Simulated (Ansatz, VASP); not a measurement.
Two plane-wave programs on AlRu

The input INCAR:

```
  PREC = Accurate
  ENCUT = 600
  EDIFF = 1E-7
  ISMEAR = 0
  SIGMA = 0.1
  LREAL = F
  LASPH = T
  NELM = 60
  ALGO = Normal
  ISIF = 3
  LWAVE = F
  LCHARG = F
  GGA = PE
  IBRION = 2
  NSW = 90
  EDIFFG = -0.04
```

Contents of KPOINTS:

```
Automatic mesh
0
Gamma
  6 6 6
```

Contents of POSCAR:

```
AlRu
1.0
    3.0281543100      0.0000000000      0.0000000000
   -1.5140771500      2.6224585600      0.0000000000
    0.0000000000      0.0000000000      2.9553286300
Al Ru
1 1
Direct
    0.0000000000      0.0000000000      0.0000000000
    0.6666666700      0.3333333300      0.5000000000
```

Input for Ansatz:

```yaml
crystal:
  lattice:
    - [3.02815431, 0.0, 0.0]
    - [-1.51407715, 2.62245856, 0.0]
    - [0.0, 0.0, 2.95532863]
  atoms:
    - { symbol: Al, position: [0.0, 0.0, 0.0] }
    - { symbol: Ru, position: [0.66666667, 0.33333333, 0.5] }
basis:
  ecutwfc: 420
kpoints:
  mp_grid: { grid: [6, 6, 6] }
hamiltonian:
  xc: pbe
scf:
  occupations: { method: gaussian, width: 0.1 }
  lower_state_search: "off"
output:
  forces: true
  stress: true
  eigenvalues: true
relax:
  adjacent_minimum: "off"
  f_tol: 0.04
  max_steps: 70
  cell: { stress_tol: 0.4 }
```

Change from the starting cell: species swapped into the WC type (P-6m2, No. 187).

Alike in both runs: task relaxation of cell and atoms; functional PBE; k mesh 6 × 6 × 6; occupations gaussian, width 0.1 eV; no spin polarisation.

|  | VASP | Ansatz |
| --- | --- | --- |
| version | VASP 6.6.1 | Ansatz 0.2.0 |
| potentials or method | VASP PAW PBE potentials, release 64 (Al, Ru_pv), cutoff 600 eV | scalar-relativistic, plane waves, PAW |
| valence electrons in the cell | 17 | 19 |

```csv
,VASP,Ansatz,Ansatz less VASP
"gap on the k mesh at the Fermi level, each at its own relaxed structure (eV)",none,none,-
relaxed volume (Å³/atom),14.13,14.15,+0.012
relaxed cell length with the largest relative difference (Å),2.897,2.899,+0.0023
```

A gap of «none» marks a metal or a gap that the smearing closes. VASP's potentials hold 17 valence electrons a cell and Ansatz's 19, so a difference there can come from the potentials and not from the codes.

The k mesh is coarse, so the values compare programs but aren't converged. Noted on VASP's run: the volume moved by over 15 % at a fixed basis, so the end points are rough.
